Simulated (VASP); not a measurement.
# Ti (I4/mmm) in VASP: a series of runs

The runs below take Ti through single point, with r2SCAN.

Everything below comes from runs of VASP 6.6.1. Logs are shortened: lines on timing, memory, paths and dates and some standing lists are left out, and cuts for length are marked.

**1. The cell of the first run**

It takes space group I4/mmm (No. 139, tetragonal). Conventional cell: a = 2.943 Å, b = 2.943 Å, c = 4.263 Å, α = 90.00°, β = 90.00°, γ = 90.00°. Ti (site symmetry 4/mmm) has 12 Ti at 2.94 to 2.98 Å within 3.9 Å.

**2. Single point, r2SCAN (strain +0.025 along x and y, +0.050 along z)**

POSCAR reads:

```
Ti
1.0
    0.0000000000      2.0807500000      2.1315000000
    2.0807500000      0.0000000000      2.1315000000
    2.0807500000      2.0807500000      0.0000000000
Ti
1
Direct
    0.0000000000      0.0000000000      0.0000000000
```

INCAR.step1 reads:

```
  PREC = Accurate
  ENCUT = 520
  ISMEAR = 0
  SIGMA = 0.15
  LREAL = False
  LASPH = True
  NELM = 80
  NBANDS = 12
  GGA = PE
  ALGO = Normal
  EDIFF = 1E-4
  LWAVE = True
  LCHARG = False
```

INCAR.step2 reads:

```
  PREC = Accurate
  ENCUT = 520
  EDIFF = 1E-6
  ISMEAR = 0
  SIGMA = 0.15
  LREAL = False
  LASPH = True
  NELM = 80
  ALGO = Normal
  ISIF = 2
  LWAVE = False
  LCHARG = False
  METAGGA = R2SCAN
  LMIXTAU = True
  NBANDS = 12
  ISTART = 1
```

KPOINTS reads:

```
Automatic mesh
0
Gamma
  20 20 20
```

Potentials or basis: VASP PAW PBE potentials, release 64 (Ti_sv).

On the command line:

```console
cat potpaw_PBE.64/Ti_sv/POTCAR > POTCAR
cp INCAR.step1 INCAR
mpirun -np 1 vasp_std > vasp.out
cp INCAR.step2 INCAR
mpirun -np 1 vasp_std > vasp.out
```

OUTCAR:

```text
PREC = Accurate
   ENCUT = 520
   EDIFF = 1E-6
   ISMEAR = 0
   LREAL = False
   LASPH = True
   NELM = 80
   ISIF = 2
   METAGGA = R2SCAN
   ISTART = 1

 ion  position               nearest neighbor table
   1  0.000  0.000  0.000-

  LATTYP: Found a body centered tetragonal cell.
 ALAT       =     2.9426248699
 C/A-ratio  =     1.4487065761

  Lattice vectors:

 A1 = (  -2.0807500000,   0.0000000000,   2.1315000000)
 A2 = (   2.0807500000,   0.0000000000,   2.1315000000)
 A3 = (   0.0000000000,   2.0807500000,  -2.1315000000)

Analysis of symmetry for initial positions (statically):
=====================================================================
 Subroutine PRICEL returns:
 Original cell was already a primitive cell.

 Routine SETGRP: Setting up the symmetry group for a
 body centered tetragonal supercell.

 Subroutine GETGRP returns: Found 16 space group operations
 (whereof 16 operations were pure point group operations)
 out of a pool of 16 trial point group operations.

The static configuration has the point symmetry D_4h.

Analysis of symmetry for dynamics (positions and initial velocities):
=====================================================================
 Subroutine PRICEL returns:
 Original cell was already a primitive cell.

 Routine SETGRP: Setting up the symmetry group for a
 body centered tetragonal supercell.

 Subroutine GETGRP returns: Found 16 space group operations
 (whereof 16 operations were pure point group operations)
 out of a pool of 16 trial point group operations.

The dynamic configuration has the point symmetry D_4h.

 Subroutine INISYM returns: Found 16 space group operations
 (whereof 16 operations are pure point group operations),
 and found     1 'primitive' translations

----------------------------------------------------------------------------------------

                                     Primitive cell

  volume of cell :      18.4567

  direct lattice vectors                    reciprocal lattice vectors
     0.000000000  2.080750000  2.131500000    -0.240297969  0.240297969  0.234576589
     2.080750000  0.000000000  2.131500000     0.240297969 -0.240297969  0.234576589
     2.080750000  2.080750000  0.000000000     0.240297969  0.240297969 -0.234576589

  length of vectors
     2.978726710  2.978726710  2.942624870     0.412931477  0.412931477  0.412931477

  position of ions in fractional coordinates (direct lattice)
     0.000000000  0.000000000  0.000000000

  ion indices of the primitive-cell ions
   primitive index   ion index
                 1           1

----------------------------------------------------------------------------------------

 KPOINTS: Automatic mesh

Automatic generation of k-mesh.
 Grid dimensions read from file:
 generate k-points for:   20   20   20

 Generating k-lattice:

  Cartesian coordinates                     Fractional coordinates (reciprocal lattice)
    -0.012014898  0.012014898  0.011728829     0.050000000  0.000000000  0.000000000
     0.012014898 -0.012014898  0.011728829     0.000000000  0.050000000  0.000000000
     0.012014898  0.012014898 -0.011728829     0.000000000  0.000000000  0.050000000

  Length of vectors
     0.020646574  0.020646574  0.020646574

  Shift w.r.t. Gamma in fractional coordinates (k-lattice)
     0.000000000  0.000000000  0.000000000

 Subroutine IBZKPT returns following result:
 ===========================================

 Found    641 irreducible k-points:

 Following reciprocal coordinates:
            Coordinates               Weight
  0.000000  0.000000  0.000000      1.000000
  0.050000  0.000000  0.000000      8.000000
  0.100000 -0.000000  0.000000      8.000000
  0.150000  0.000000  0.000000      8.000000
  0.200000 -0.000000  0.000000      8.000000
  0.250000 -0.000000  0.000000      8.000000
[... 16 lines left out ...]
 -0.400000  0.050000  0.000000      8.000000
 -0.350000  0.050000  0.000000      8.000000
 [... further k-points ...]
   k-points           NKPTS =    641   k-points in BZ     NKDIM =    641   number of bands    NBANDS=     12
   number of dos      NEDOS =    301   number of ions     NIONS =      1
   total plane-waves  NPLWV =  13824
   dimension x,y,z NGX =    24 NGY =   24 NGZ =   24
   dimension x,y,z NGXF=    48 NGYF=   48 NGZF=   48
   ions per type =               1
   NGX,Y,Z   is equivalent  to a cutoff of  13.39, 13.39, 13.56 a.u.
   NGXF,Y,Z  is equivalent  to a cutoff of  26.79, 26.79, 27.12 a.u.
 SYSTEM =  unknown system
   PREC   = accura    normal or accurate (medium, high low for compatibility)
   ISTART =      1    job   : 0-new  1-cont  2-samecut
   ICHARG =      0    charge: 1-file 2-atom 10-const
   ISPIN  =      1    spin polarized calculation?
   LNONCOLLINEAR =      F non collinear calculations
   LSORBIT =      F    spin-orbit coupling
   LASPH  =      T    aspherical Exc in radial PAW
   ENCUT  =  520.0 eV  38.22 Ry    6.18 a.u.   5.54  5.54  5.47*2*pi/ulx,y,z
   NELM   =     80;   NELMIN=  2; NELMDL=  0     # of ELM steps
   EDIFF  = 0.1E-05   stopping-criterion for ELM
   LREAL  =      F    real-space projection
[... 7 lines left out ...]
   TEBEG  =    0.0;   TEEND  =   0.0 temperature during run
   PSTRESS=    0.0 pullay stress
   NELECT =      12.0000    total number of electrons
   NUPDOWN=      -1.0000    fix difference up-down
   EMIN   =  10.00;   EMAX   =-10.00  energy-range for DOS
   EFERMI =   0.00;   METHOD = LEGACY
   ISMEAR =     0;   SIGMA  =   0.15  broadening in eV -4-tet -1-fermi 0-gaus
   EFERMI_NEDOS =   21; number of points for ismear=-14 and -15
   IALGO  =     38    algorithm
   IMIX   =      4    mixing-type and parameters
     AMIX     =   0.40;   BMIX     =  1.00
     AMIX_MAG =   1.60;   BMIX_MAG =  1.00
  volume/ion in A,a.u.               =      18.46       124.55
  Fermi-wavevector in a.u.,A,eV,Ry     =   1.418242  2.680088 27.366882  2.011409
  Thomas-Fermi vector in A             =   2.539388
   LORBIT       =      0    0 simple, 1 ext, 2 COOP (PROOUT), +10 PAW based schemes
   METAGGA = R2SCAN    functional components
   LHFCALC =     F    Hartree Fock is set to
   AEXX    =    0.0000 exact exchange contribution
   IVDW    =     0    specifies the selected vdW correction
   LEPSILON=     F    determine dielectric tensor
   LRPA    =     F    only Hartree local field effects (RPA)
 non-spin polarized calculation
 Gauss-broadening in eV      SIGMA  =   0.15
  energy-cutoff  :      520.00
  volume of cell :       18.46
 maximum number of plane-waves:       532
 NGX is ok and might be reduce to    24
   NGX = 11   NGY = 11   NGZ = 11

 number of electron      11.9999998 magnetization

 Free energy of the ion-electron system (eV)
  ---------------------------------------------------
  ext. energy  EPLUGINS =         0.00000000
  ---------------------------------------------------
  free energy    TOTEN  =       -12.86902989 eV

  energy without entropy =      -12.85040578  energy(sigma->0) =      -12.85971784

 E-fermi :   7.5899     XC(G=0): -12.1052

 val. band max:        7.5888250184   @ k =  -0.3000   0.3000   0.1500
 cond. band min:       7.5934096520   @ k =   0.3000   0.1000   0.0500
 fundamental gap:      0.0045846336
 Fermi energy:         7.5899402193

 k-point     1 :       0.0000    0.0000    0.0000
  band No.  band energies     occupation
      1     -51.5786      2.00000
      2     -26.4444      2.00000
      3     -26.4428      2.00000
      4     -26.4428      2.00000
      5       1.2679      2.00000
      6       8.4284      0.00000
      7       8.6070      0.00000
      8       8.6070      0.00000
      9      10.1120      0.00000
     10      10.3155      0.00000
     11      23.0612      0.00000
     12      27.2643      0.00000

 k-point     2 :       0.0500    0.0000    0.0000
  band No.  band energies     occupation
      1     -51.5761      2.00000
      2     -26.4577      2.00000
      3     -26.4459      2.00000
      4     -26.4444      2.00000
      5       1.3478      2.00000
      6       8.4248      0.00000
      7       8.5879      0.00000
      8       8.6355      0.00000
      9      10.0955      0.00000
     10      10.2947      0.00000
     11      23.1141      0.00000
     12      26.8183      0.00000

 k-point     3 :       0.1000   -0.0000    0.0000
  band No.  band energies     occupation
      1     -51.5690      2.00000
      2     -26.4994      2.00000
      3     -26.4518      2.00000
      4     -26.4490      2.00000
      5       1.5835      2.00000
      6       8.3345      0.00000
      7       8.6112      0.00000
      8       8.7133      0.00000
      9      10.0572      0.00000
     10      10.2423      0.00000
     11      23.1950      0.00000
     12      25.5208      0.00000
[... 286 lines left out ...]
 k-point    23 :      -0.4000    0.0500    0.0000
  band No.  band energies     occupation
      1     -51.4839      2.00000
      2     -26.9745      2.00000
      3     -26.5335      2.00000
      4     -26.5012      2.00000
      5       4.8693      2.00000
      6       7.6291      0.71180
      7       8.4103      0.00000
      8       8.6857      0.00000
      9      10.8676      0.00000
     10      11.2261      0.00000
     11      16.2768      0.00000
     12      22.4674      0.00000

 k-point    24 :      -0.3500    0.0500    0.0000
  band No.  band energies     occupation
      1     -51.4936      2.00000
      2     -26.9217      2.00000
      3     -26.5268      2.00000
      4     -26.4930      2.00000
      5       4.4947      2.00000
      6       7.4986      1.61083
      7       8.4909      0.00000
      8       8.7634      0.00000
      9      10.6288      0.00000
     10      11.0238      0.00000
     11      17.2894      0.00000
     12      22.7489      0.00000

 [... further k-points ...]
[... 5 lines left out ...]
  --------------------------------------------------------------------------------------
  -------------------------------------------------------------------------------------
  Total       -0.6361493     -0.6361493     -0.7339030      0.0000000      0.0000000     -0.0000000
  in kB      -55.2222995    -55.2222995    -63.7080215      0.0000000      0.0000000     -0.0000000
  external PRESSURE =     -58.0508735 kB  Pullay stress =       0.0000000 kB

 VOLUME and BASIS-vectors are now :
 -----------------------------------------------------------------------------
  energy-cutoff  :      520.00
  volume of cell :       18.46
      direct lattice vectors                 reciprocal lattice vectors
     0.000000000  2.080750000  2.131500000    -0.240297969  0.240297969  0.234576589
     2.080750000  0.000000000  2.131500000     0.240297969 -0.240297969  0.234576589
     2.080750000  2.080750000  0.000000000     0.240297969  0.240297969 -0.234576589

 POSITION                                       TOTAL-FORCE (eV/Angst)
 -----------------------------------------------------------------------------------
      0.00000      0.00000      0.00000        -0.000000      0.000000     -0.000000
 -----------------------------------------------------------------------------------
    total drift:                               -0.000000      0.000000      0.000000

  FREE ENERGIE OF THE ION-ELECTRON SYSTEM (eV)
  ---------------------------------------------------
  free  energy   TOTEN  =       -12.8690298915 eV

  energy  without entropy=      -12.8504057817  energy(sigma->0) =      -12.85971784
```

Wall time 5.7 min (1 thread of AMD EPYC 9R45 (Zen 5), shared host); peak memory 0.23 GiB.

What came out:

| Item | Value |
| --- | --- |
| Free energy | -12.8690 eV |
| Pressure | -5.8 GPa |
| Band gap on the k mesh | zero (bands 6 and 7 overlap by 1.35 eV) |

Stress tensor (GPa, compression positive):
```
-5.52  0.00  0.00
 0.00 -5.52  0.00
 0.00  0.00 -6.37
```

Levels at points of the mesh, in eV from the Fermi level:
```csv
k point,band 3,band 4,band 5,band 6,band 7,band 8,band 9,band 10
"(0.00, 0.00, 0.00)",-34.03,-34.03,-6.32,0.84,1.02,1.02,2.52,2.73
"(0.50, 0.00, 0.00)",-34.12,-34.10,-2.57,0.32,0.81,1.00,3.52,3.60
"(0.50, 0.50, 0.00)",-34.22,-34.22,-2.44,-1.56,2.24,3.63,3.76,3.76
"(0.50, 0.00, 0.50)",-34.25,-34.23,-2.43,-1.62,2.70,3.62,3.70,3.84
```

Caveat: the cell differs from its parent crystal (strain +0.025 along x and y, +0.050 along z); the cell stands under tension; the PAW data sets were made with another functional, which shifts forces and pressure a little.

**3. Single point, r2SCAN (strain +0.050 along x and y, +0.025 along z)**

POSCAR reads:

```
Ti
1.0
    0.0000000000      2.1315000000      2.0807500000
    2.1315000000      0.0000000000      2.0807500000
    2.1315000000      2.1315000000      0.0000000000
Ti
1
Direct
    0.0000000000      0.0000000000      0.0000000000
```

INCAR.step1 reads:

```
  PREC = Accurate
  ENCUT = 520
  ISMEAR = 0
  SIGMA = 0.15
  LREAL = F
  LASPH = T
  NELM = 60
  NBANDS = 12
  GGA = PE
  ALGO = Normal
  EDIFF = 1E-4
  LWAVE = T
  LCHARG = F
```

INCAR.step2 reads:

```
  PREC = Accurate
  ENCUT = 520
  EDIFF = 1E-7
  ISMEAR = 0
  SIGMA = 0.15
  LREAL = F
  LASPH = T
  NELM = 60
  ALGO = Normal
  ISIF = 2
  LWAVE = F
  LCHARG = T
  METAGGA = R2SCAN
  LMIXTAU = T
  LELF = T
  LVHAR = T
  NBANDS = 12
  ISTART = 1
```

KPOINTS is that of step 2.

Potentials or basis: VASP PAW PBE potentials, release 64 (Ti_sv).

On the command line:

```console
cat potpaw_PBE.64/Ti_sv/POTCAR > POTCAR
cp INCAR.step1 INCAR
mpirun -np 1 vasp_std > vasp.out
cp INCAR.step2 INCAR
mpirun -np 1 vasp_std > vasp.out
```

Wall time 7.1 min (1 thread of AMD EPYC 9R45 (Zen 5), shared host); peak memory 0.23 GiB.

It converged, with:

| Quantity | Value |
| --- | --- |
| Free energy | -12.8500 eV |
| Pressure | -7.9 GPa |
| Band gap on the k mesh | zero (bands 6 and 7 overlap by 1.34 eV) |

Stress tensor (GPa, compression positive):
```
-8.18  0.00  0.00
 0.00 -8.18  0.00
 0.00  0.00 -7.34
```

Levels at points of the mesh, in eV from the Fermi level:
| k point | band 2 | band 3 | band 4 | band 5 | band 6 | band 7 | band 8 | band 9 | band 10 | band 11 |
| --- | --- | --- | --- | --- | --- | --- | --- | --- | --- | --- |
| (0.00, 0.00, 0.00) | -34.11 | -34.11 | -34.10 | -6.26 | 0.88 | 0.88 | 1.05 | 2.46 | 2.65 | 15.34 |
| (0.50, 0.00, 0.00) | -34.63 | -34.18 | -34.16 | -2.51 | 0.27 | 0.79 | 0.99 | 3.41 | 3.50 | 7.71 |
| (0.50, 0.50, 0.00) | -34.60 | -34.30 | -34.30 | -2.34 | -1.59 | 2.76 | 3.52 | 3.66 | 3.66 | 10.32 |
| (0.50, 0.00, 0.50) | -34.60 | -34.29 | -34.27 | -2.36 | -1.52 | 2.30 | 3.52 | 3.59 | 3.71 | 9.90 |

Caveat: the cell differs from its parent crystal (strain +0.050 along x and y, +0.025 along z); the cell stands under tension; the PAW data sets were made with another functional, which shifts forces and pressure a little.

**4. Single point, r2SCAN (strain -0.025 along x and y, +0.000 along z)**

POSCAR reads:

```
Ti
1.0
    0.0000000000      1.9792500000      2.0300000000
    1.9792500000      0.0000000000      2.0300000000
    1.9792500000      1.9792500000      0.0000000000
Ti
1
Direct
    0.0000000000      0.0000000000      0.0000000000
```

INCAR.step1 reads:

```
SYSTEM = Ti
ALGO = Normal
EDIFF = 1E-4
ENCUT = 520
GGA = PE
ISMEAR = 0
LASPH = .TRUE.
LCHARG = .FALSE.
LREAL = .FALSE.
LWAVE = .TRUE.
NBANDS = 12
NELM = 60
PREC = Accurate
SIGMA = 0.15
```

INCAR.step2 reads:

```
SYSTEM = Ti
ALGO = Normal
EDIFF = 1E-6
ENCUT = 520
ISIF = 2
ISMEAR = 0
ISTART = 1
LASPH = .TRUE.
LCHARG = .TRUE.
LELF = .TRUE.
LMIXTAU = .TRUE.
LREAL = .FALSE.
LVHAR = .TRUE.
LWAVE = .FALSE.
METAGGA = R2SCAN
NBANDS = 12
NELM = 60
PREC = Accurate
SIGMA = 0.15
```

KPOINTS reads:

```
k-points
0
G
  20 20 20
  0 0 0
```

On the command line:

```console
cat potpaw_PBE.64/Ti_sv/POTCAR > POTCAR
cp INCAR.step1 INCAR
mpirun -np 1 vasp_std > vasp.out
cp INCAR.step2 INCAR
mpirun -np 1 vasp_std > vasp.out
```

Wall time 5 min (1 thread of Intel Xeon Platinum 8259CL at 2.50GHz (Skylake/Cascade Lake), shared host); peak memory 0.24 GiB.

It converged, with:

```yaml
Free_energy: -12.8343 eV
Pressure: 11.7 GPa
Band_gap_on_the_k_mesh: zero (bands 6 and 7 overlap by 1.51 eV)
```

Stress tensor (GPa, compression positive):
```
11.99  0.00  0.00
 0.00 11.99  0.00
 0.00  0.00 11.18
```

Levels at points of the mesh, in eV from the Fermi level:
```tsv
k point	band 4	band 5	band 6	band 7	band 8	band 9
(0.00, 0.00, 0.00)	-33.57	-6.66	0.92	1.14	1.14	2.94
(0.50, 0.00, 0.00)	-33.67	-2.92	0.70	0.84	1.08	4.19
(0.50, 0.50, 0.00)	-33.86	-2.99	-1.99	2.91	4.31	4.52
(0.50, 0.00, 0.50)	-33.88	-3.00	-2.07	3.45	4.29	4.44
```

Caveat: the cell differs from its parent crystal (strain -0.025 along x and y, +0.000 along z); the cell stands under pressure; the PAW data sets were made with another functional, which shifts forces and pressure a little.

**5. Single point, r2SCAN (strain +0.000 along x and y, -0.025 along z)**

POSCAR reads:

```
Ti
1.0
    0.0000000000      2.0300000000      1.9792500000
    2.0300000000      0.0000000000      1.9792500000
    2.0300000000      2.0300000000      0.0000000000
Ti
1
Direct
    0.0000000000      0.0000000000      0.0000000000
```

INCAR.step1 reads:

```
SYSTEM = Ti
PREC = Accurate
ENCUT = 520
ISMEAR = 0
SIGMA = 0.15
LREAL = .FALSE.
LASPH = .TRUE.
NELM = 80
NBANDS = 12
GGA = PE
ALGO = Normal
EDIFF = 1E-4
LWAVE = .TRUE.
LCHARG = .FALSE.
```

INCAR.step2 reads:

```
SYSTEM = Ti
PREC = Accurate
ENCUT = 520
EDIFF = 1E-6
ISMEAR = 0
SIGMA = 0.15
LREAL = .FALSE.
LASPH = .TRUE.
NELM = 80
ALGO = Normal
ISIF = 2
LWAVE = .FALSE.
LCHARG = .FALSE.
METAGGA = R2SCAN
LMIXTAU = .TRUE.
NBANDS = 12
ISTART = 1
```

KPOINTS reads:

```
Automatic mesh
0
G
  20 20 20
  0 0 0
```

On the command line:

```console
cat potpaw_PBE.64/Ti_sv/POTCAR > POTCAR
cp INCAR.step1 INCAR
mpirun -np 1 vasp_std > vasp.out
cp INCAR.step2 INCAR
mpirun -np 1 vasp_std > vasp.out
```

Wall time 5.2 min (1 thread of Intel Xeon Platinum 8259CL at 2.50GHz (Skylake/Cascade Lake), shared host); peak memory 0.24 GiB.

The run converged. Its results:

* Free energy: -12.8599 eV
* Pressure: 8.2 GPa
* Band gap on the k mesh: zero (bands 6 and 7 overlap by 1.52 eV)

Stress tensor (GPa, compression positive):
```
7.88 0.00 0.00
0.00 7.88 0.00
0.00 0.00 8.73
```

Levels at points of the mesh, in eV from the Fermi level:
| k point | band 4 | band 5 | band 6 | band 7 | band 8 | band 9 |
| --- | --- | --- | --- | --- | --- | --- |
| (0.00, 0.00, 0.00) | -33.65 | -6.61 | 0.98 | 0.98 | 1.18 | 2.87 |
| (0.50, 0.00, 0.00) | -33.74 | -2.86 | 0.62 | 0.83 | 1.08 | 4.07 |
| (0.50, 0.50, 0.00) | -33.97 | -2.89 | -2.02 | 3.49 | 4.18 | 4.40 |
| (0.50, 0.00, 0.50) | -33.92 | -2.89 | -1.93 | 2.95 | 4.18 | 4.31 |

Caveat: the cell differs from its parent crystal (strain +0.000 along x and y, -0.025 along z); the cell stands under pressure; the PAW data sets were made with another functional, which shifts forces and pressure a little.

**6. The runs side by side**

| cell | gap on the mesh (eV) | pressure (GPa) |
| --- | --- | --- |
| a = 2.979, b = 2.979, c = 2.943 Å, angles 60.4, 60.4, 59.2°, 1 atom | none | -5.8 |
| a = 2.979, b = 2.979, c = 3.014 Å, angles 59.6, 59.6, 60.8°, 1 atom | none | -7.9 |
| a = 2.835, b = 2.835, c = 2.799 Å, angles 60.4, 60.4, 59.2°, 1 atom | none | 11.7 |
| a = 2.835, b = 2.835, c = 2.871 Å, angles 59.6, 59.6, 60.8°, 1 atom | none | 8.2 |

Alike in all rows: task single point; level r2SCAN; potentials or basis VASP PAW PBE potentials, release 64 (Ti_sv); no spin polarisation; k mesh 20 × 20 × 20; cutoff (eV) 520; smearing gaussian 0.15 eV.

Caveats: the PAW data sets were made with another functional, which shifts forces and pressure a little; the cell stands under tension (at least some runs); the cell stands under pressure (at least some runs).

Total energies depend on the potentials used, so only differences within one code and one set of settings carry meaning.
